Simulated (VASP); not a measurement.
# K (Im-3m) in VASP: a series of runs

K is run at these levels: PBEsol; tasks: single point, relaxation of volume and atoms at fixed shape.

Program: VASP 6.6.1. These are calculated values, not measurements. Logs are shortened: lines on timing, memory, paths and dates and some standing lists are left out, and cuts for length are marked.

## Step 1: The cell of the first run

It takes space group Im-3m (No. 229, cubic). The conventional cell has a = 5.225 Å, b = 5.225 Å, c = 5.225 Å, α = 90.00°, β = 90.00°, γ = 90.00°.

## Step 2: Single point, PBEsol

INCAR

```
ALGO     = Normal         # electronic algorithm
EDIFF    = 1E-7           # SCF threshold, eV
ENCUT    = 520            # plane-wave cutoff, eV
GGA      = PS             # functional
ISIF     = 2              # what is computed and relaxed
ISMEAR   = 0              # smearing method
LASPH    = True           # aspherical terms in the spheres
LCHARG   = False          # write CHGCAR
LREAL    = False          # projectors in reciprocal space
LWAVE    = False          # write WAVECAR
NBANDS   = 10             # bands
NELM     = 60             # most SCF steps
PREC     = Accurate       # precision mode
SIGMA    = 0.05           # smearing width, eV
```

KPOINTS

```
k-points
0
Gamma
  6 6 6
```

POSCAR

```
K
1.0
   -2.6125000000      2.6125000000      2.6125000000
    2.6125000000     -2.6125000000      2.6125000000
    2.6125000000      2.6125000000     -2.6125000000
K
1
Direct
    0.0000000000      0.0000000000      0.0000000000
```

Potentials or basis: VASP PAW PBE potentials, release 64 (K_sv).

Run with:

```console
$ cat potpaw_PBE.64/K_sv/POTCAR > POTCAR
$ mpirun -np 1 vasp_std > vasp.out
```

OUTCAR:

```text
EDIFF = 1E-7
   ENCUT = 520
   GGA = PS
   ISIF = 2
   ISMEAR = 0
   LASPH = True
   LREAL = False
   NELM = 60
   PREC = Accurate

 ion  position               nearest neighbor table
   1  0.000  0.000  0.000-

  LATTYP: Found a body centered cubic cell.
 ALAT       =     5.2250000000

  Lattice vectors:

 A1 = (  -2.6125000000,   2.6125000000,   2.6125000000)
 A2 = (   2.6125000000,  -2.6125000000,   2.6125000000)
 A3 = (   2.6125000000,   2.6125000000,  -2.6125000000)

Analysis of symmetry for initial positions (statically):
=====================================================================
 Subroutine PRICEL returns:
 Original cell was already a primitive cell.

 Routine SETGRP: Setting up the symmetry group for a
 body centered cubic supercell.

 Subroutine GETGRP returns: Found 48 space group operations
 (whereof 48 operations were pure point group operations)
 out of a pool of 48 trial point group operations.

The static configuration has the point symmetry O_h .

Analysis of symmetry for dynamics (positions and initial velocities):
=====================================================================
 Subroutine PRICEL returns:
 Original cell was already a primitive cell.

 Routine SETGRP: Setting up the symmetry group for a
 body centered cubic supercell.

 Subroutine GETGRP returns: Found 48 space group operations
 (whereof 48 operations were pure point group operations)
 out of a pool of 48 trial point group operations.

The dynamic configuration has the point symmetry O_h .

 Subroutine INISYM returns: Found 48 space group operations
 (whereof 48 operations are pure point group operations),
 and found     1 'primitive' translations

----------------------------------------------------------------------------------------

                                     Primitive cell

  volume of cell :      71.3229

  direct lattice vectors                    reciprocal lattice vectors
    -2.612500000  2.612500000  2.612500000     0.000000000  0.191387560  0.191387560
     2.612500000 -2.612500000  2.612500000     0.191387560  0.000000000  0.191387560
     2.612500000  2.612500000 -2.612500000     0.191387560  0.191387560  0.000000000

  length of vectors
     4.524982735  4.524982735  4.524982735     0.270662883  0.270662883  0.270662883

  position of ions in fractional coordinates (direct lattice)
     0.000000000  0.000000000  0.000000000

[... 69 lines left out ...]
   NSW    =      0    number of steps for IOM
   IBRION =     -1    ionic relax: 0-MD 1-quasi-New 2-CG
   NFREE  =      0    steps in history (QN), initial steepest desc. (CG)
   ISIF   =      2    stress and relaxation
   ISYM   =      2    0-nonsym 1-usesym 2-fastsym
   POTIM  = 0.5000    time-step for ionic-motion
   TEBEG  =    0.0;   TEEND  =   0.0 temperature during run
   PSTRESS=    0.0 pullay stress
   NELECT =       9.0000    total number of electrons
   NUPDOWN=      -1.0000    fix difference up-down
   EMIN   =  10.00;   EMAX   =-10.00  energy-range for DOS
   EFERMI =   0.00;   METHOD = LEGACY
   ISMEAR =     0;   SIGMA  =   0.05  broadening in eV -4-tet -1-fermi 0-gaus
   EFERMI_NEDOS =   21; number of points for ismear=-14 and -15
   IALGO  =     38    algorithm
   IMIX   =      4    mixing-type and parameters
     AMIX     =   0.40;   BMIX     =  1.00
     AMIX_MAG =   1.60;   BMIX_MAG =  1.00
  volume/ion in A,a.u.               =      71.32       481.31
  Fermi-wavevector in a.u.,A,eV,Ry     =   0.821131  1.551714  9.173822  0.674257
  Thomas-Fermi vector in A             =   1.932236
   LORBIT       =      0    0 simple, 1 ext, 2 COOP (PROOUT), +10 PAW based schemes
   GGA     = PS    functional components
   LHFCALC =     F    Hartree Fock is set to
   AEXX    =    0.0000 exact exchange contribution
   IVDW    =     0    specifies the selected vdW correction
   LEPSILON=     F    determine dielectric tensor
   LRPA    =     F    only Hartree local field effects (RPA)
 non-spin polarized calculation
 Gauss-broadening in eV      SIGMA  =   0.05
  energy-cutoff  :      520.00
  volume of cell :       71.32
 maximum number of plane-waves:      1961
 NGX is ok and might be reduce to    36
   NGX = 17   NGY = 17   NGZ = 17

 number of electron       9.0000000 magnetization

 Free energy of the ion-electron system (eV)
  ---------------------------------------------------
  ext. energy  EPLUGINS =         0.00000000
  ---------------------------------------------------
  free energy    TOTEN  =        -1.11237317 eV

  energy without entropy =       -1.10618148  energy(sigma->0) =       -1.10927732

 E-fermi :  -0.0745     XC(G=0):  -5.7733

 val. band max:       -0.3497536748   @ k =   0.1667   0.1667   0.1667
 cond. band min:      -0.0689518824   @ k =   0.3333   0.1667   0.0000
 fundamental gap:      0.2808017924
 Fermi energy:        -0.0745136550

 k-point     1 :       0.0000    0.0000    0.0000
  band No.  band energies     occupation
      1     -32.0734      2.00000
      2     -15.5811      2.00000
      3     -15.5811      2.00000
      4     -15.5811      2.00000
      5      -2.3030      2.00000
      6       4.2252      0.00000
      7       4.2252      0.00000
      8       4.2252      0.00000
      9       5.1659      0.00000
     10       5.1659      0.00000
[... 183 lines left out ...]
 k-point    16 :       0.5000    0.5000    0.5000
  band No.  band energies     occupation
      1     -32.0647      2.00000
      2     -15.6362      2.00000
      3     -15.6362      2.00000
      4     -15.6362      2.00000
      5       1.5597      0.00000
      6       1.5597      0.00000
      7       3.4492      0.00000
      8       3.4492      0.00000
      9       3.4492      0.00000
     10       5.6200      0.00000

------------------------ aborting loop because EDIFF is reached ----------------------------------------

  FORCE on cell =-STRESS in cart. coord.  units (eV):
  Direction    XX          YY          ZZ          XY          YZ          ZX
  --------------------------------------------------------------------------------------
  -------------------------------------------------------------------------------------
  Total       -0.0002846     -0.0002846     -0.0002846     -0.0000000     -0.0000000      0.0000000
  in kB       -0.0063924     -0.0063924     -0.0063924     -0.0000000     -0.0000000      0.0000000
  external PRESSURE =      -0.0063924 kB  Pullay stress =       0.0000000 kB

 VOLUME and BASIS-vectors are now :
 -----------------------------------------------------------------------------
  energy-cutoff  :      520.00
  volume of cell :       71.32
      direct lattice vectors                 reciprocal lattice vectors
    -2.612500000  2.612500000  2.612500000     0.000000000  0.191387560  0.191387560
     2.612500000 -2.612500000  2.612500000     0.191387560  0.000000000  0.191387560
     2.612500000  2.612500000 -2.612500000     0.191387560  0.191387560  0.000000000

 POSITION                                       TOTAL-FORCE (eV/Angst)
 -----------------------------------------------------------------------------------
      0.00000      0.00000      0.00000        -0.000000      0.000000      0.000000
 -----------------------------------------------------------------------------------
    total drift:                               -0.000000      0.000000      0.000000

  FREE ENERGIE OF THE ION-ELECTRON SYSTEM (eV)
  ---------------------------------------------------
  free  energy   TOTEN  =        -1.1123731663 eV

  energy  without entropy=       -1.1061814809  energy(sigma->0) =       -1.10927732
```

OSZICAR:

```text
N       E                     dE             d eps       ncg     rms          rms(c)
DAV:   1     0.464784795462E+02    0.46478E+02   -0.35625E+03   320   0.682E+02
DAV:   2     0.747101687736E+00   -0.45731E+02   -0.45037E+02   348   0.189E+02
DAV:   3    -0.104300224946E+01   -0.17901E+01   -0.17871E+01   516   0.297E+01
DAV:   4    -0.111361555967E+01   -0.70613E-01   -0.70527E-01   436   0.400E+00
DAV:   5    -0.111467400784E+01   -0.10584E-02   -0.10584E-02   508   0.469E-01    0.204E+00
DAV:   6    -0.111278099845E+01    0.18930E-02   -0.35233E-03   462   0.410E-01    0.132E+00
DAV:   7    -0.111234494594E+01    0.43605E-03   -0.59583E-03   450   0.492E-01    0.875E-02
DAV:   8    -0.111235863656E+01   -0.13691E-04   -0.46988E-04   440   0.223E-01    0.305E-02
DAV:   9    -0.111237531218E+01   -0.16676E-04   -0.23169E-05   436   0.429E-02    0.192E-02
DAV:  10    -0.111237361697E+01    0.16952E-05   -0.10207E-05   462   0.243E-02    0.399E-03
DAV:  11    -0.111237331905E+01    0.29792E-06   -0.13130E-07   396   0.336E-03    0.124E-03
DAV:  12    -0.111237315887E+01    0.16019E-06   -0.20902E-08   218   0.114E-03    0.940E-05
DAV:  13    -0.111237316634E+01   -0.74707E-08   -0.57054E-09   198   0.510E-04
   1 F= -.11123732E+01 E0= -.11092773E+01  d E =-.619169E-02
```

stdout:

```text
POSCAR found type information on POSCAR K
 POSCAR found :  1 types and       1 ions
 scaLAPACK will be used
 -----------------------------------------------------------------------------
|                                                                             |
|                                                                             |
|     You enforced a specific xc type in the INCAR file but a different       |
|     I HOPE YOU KNOW WHAT YOU ARE DOING!                                     |
|                                                                             |
 -----------------------------------------------------------------------------

 LDA part: xc-table for (Slater+PW92), standard interpolation
 POSCAR, INCAR and KPOINTS ok, starting setup
 FFT: planning ... GRIDC
 FFT: planning ... GRID_SOFT
 FFT: planning ... GRID
 WAVECAR not read
 entering main loop
```

Run time: 8.9 s. Hardware: 1 thread of Intel Xeon 6975P-C, shared host; peak memory 0.2 GiB.

Results:

* Free energy: -1.1124 eV
* Pressure: 0.0 GPa

Levels at points of the mesh, in eV from the Fermi level:
```csv
k point,band 2,band 3,band 4,band 5,band 6,band 7
"(0.00, 0.00, 0.00)",-15.51,-15.51,-15.51,-2.23,4.30,4.30
"(0.50, 0.00, 0.00)",-15.58,-15.53,-15.51,0.42,0.68,3.15
"(0.50, 0.50, 0.50)",-15.56,-15.56,-15.56,1.63,1.63,3.52
```

Caveat: the PAW data sets were made with another functional, which shifts forces and pressure a little.

## Step 3: Relaxation of volume and atoms at fixed shape, PBEsol

INCAR

```
PREC     = Accurate       # precision mode
ENCUT    = 600            # plane-wave cutoff, eV
EDIFF    = 1E-6           # SCF threshold, eV
ISMEAR   = 0              # smearing method
SIGMA    = 0.05           # smearing width, eV
LREAL    = F              # projectors in reciprocal space
LASPH    = T              # aspherical terms in the spheres
NELM     = 100            # most SCF steps
ALGO     = Normal         # electronic algorithm
ISIF     = 8              # what is computed and relaxed
LWAVE    = F              # write WAVECAR
LCHARG   = F              # write CHGCAR
GGA      = PS             # functional
IBRION   = 2              # ionic algorithm
NSW      = 80             # ionic steps
EDIFFG   = -0.02          # ionic threshold
```

KPOINTS

```
regular mesh
0
Gamma
  6 6 6
```

POSCAR is that of step 2.

Potentials or basis: VASP PAW PBE potentials, release 64 (K_sv).

Run with:

```console
$ cat potpaw_PBE.64/K_sv/POTCAR > POTCAR
$ mpirun -np 1 vasp_std > vasp.out
```

OUTCAR:

```text
PREC = Accurate
   ENCUT = 600
   EDIFF = 1E-6
   ISMEAR = 0
   LREAL = F
   LASPH = T
   NELM = 100
   ISIF = 8
   GGA = PS
   IBRION = 2
   NSW = 80
   EDIFFG = -0.02

 ion  position               nearest neighbor table
   1  0.000  0.000  0.000-

  LATTYP: Found a body centered cubic cell.
 ALAT       =     5.2250000000

  Lattice vectors:

 A1 = (  -2.6125000000,   2.6125000000,   2.6125000000)
[... 348 lines left out ...]
      8       3.4489      0.00000

------------------------ aborting loop because EDIFF is reached ----------------------------------------

  FORCE on cell =-STRESS in cart. coord.  units (eV):
  Direction    XX          YY          ZZ          XY          YZ          ZX
  --------------------------------------------------------------------------------------
  -------------------------------------------------------------------------------------
  Total        0.0031170      0.0031170      0.0031170     -0.0000000     -0.0000000     -0.0000000
  in kB        0.0700197      0.0700197      0.0700197     -0.0000000     -0.0000000     -0.0000000
  external PRESSURE =       0.0700197 kB  Pullay stress =       0.0000000 kB

 VOLUME and BASIS-vectors are now :
 -----------------------------------------------------------------------------
  energy-cutoff  :      600.00
  volume of cell :       71.32
      direct lattice vectors                 reciprocal lattice vectors
    -2.612500000  2.612500000  2.612500000     0.000000000  0.191387560  0.191387560
     2.612500000 -2.612500000  2.612500000     0.191387560  0.000000000  0.191387560
     2.612500000  2.612500000 -2.612500000     0.191387560  0.191387560  0.000000000

 POSITION                                       TOTAL-FORCE (eV/Angst)
 -----------------------------------------------------------------------------------
      0.00000      0.00000      0.00000        -0.000000      0.000000     -0.000000
 -----------------------------------------------------------------------------------
    total drift:                               -0.000000      0.000000      0.000000

  FREE ENERGIE OF THE ION-ELECTRON SYSTEM (eV)
  ---------------------------------------------------
  free  energy   TOTEN  =        -1.1123960835 eV

  energy  without entropy=       -1.1062043981  energy(sigma->0) =       -1.10930024

 reached required accuracy - stopping structural energy minimisation
```

OSZICAR:

```text
N       E                     dE             d eps       ncg     rms          rms(c)
DAV:   1     0.486195190195E+02    0.48620E+02   -0.38002E+03   256   0.944E+02
DAV:   2     0.296583839374E+00   -0.48323E+02   -0.48082E+02   256   0.224E+02
DAV:   3    -0.107057672095E+01   -0.13672E+01   -0.13672E+01   424   0.355E+01
DAV:   4    -0.111420930900E+01   -0.43633E-01   -0.43633E-01   400   0.455E+00
DAV:   5    -0.111464102622E+01   -0.43172E-03   -0.43172E-03   424   0.320E-01    0.203E+00
DAV:   6    -0.111277396560E+01    0.18671E-02   -0.38621E-03   408   0.505E-01    0.131E+00
DAV:   7    -0.111236884878E+01    0.40512E-03   -0.62344E-03   368   0.606E-01    0.870E-02
DAV:   8    -0.111238061267E+01   -0.11764E-04   -0.38967E-04   416   0.260E-01    0.303E-02
DAV:   9    -0.111239795932E+01   -0.17347E-04   -0.20142E-05   392   0.551E-02    0.176E-02
DAV:  10    -0.111239632974E+01    0.16296E-05   -0.11845E-05   424   0.311E-02    0.319E-03
DAV:  11    -0.111239608353E+01    0.24621E-06   -0.88755E-08   224   0.327E-03
   1 F= -.11123961E+01 E0= -.11093002E+01  d E =-.111240E+01
```

CONTCAR:

```text
K
   1.00000000000000
    -2.6124999999999998    2.6124999999999998    2.6124999999999998
     2.6124999999999998   -2.6124999999999998    2.6124999999999998
     2.6124999999999998    2.6124999999999998   -2.6124999999999998
  K
     1
Direct
     0.0000000000000000    0.0000000000000000    0.0000000000000000

  0.00000000E+00  0.00000000E+00  0.00000000E+00
```

Run time: 14 s. Hardware: 1 thread of Intel Xeon 6975P-C, shared host; peak memory 0.2 GiB.

Results:

- Free energy: -1.1124 eV
- Pressure after relaxing: 0.0 GPa

Final structure:
```
K
1.0
    -2.61250    2.61250    2.61250
     2.61250   -2.61250    2.61250
     2.61250    2.61250   -2.61250
K
1
Direct
  0.00000 0.00000 0.00000
```

Caveat: the relaxation stopped at its first step, so nothing moved; the PAW data sets were made with another functional, which shifts forces and pressure a little.
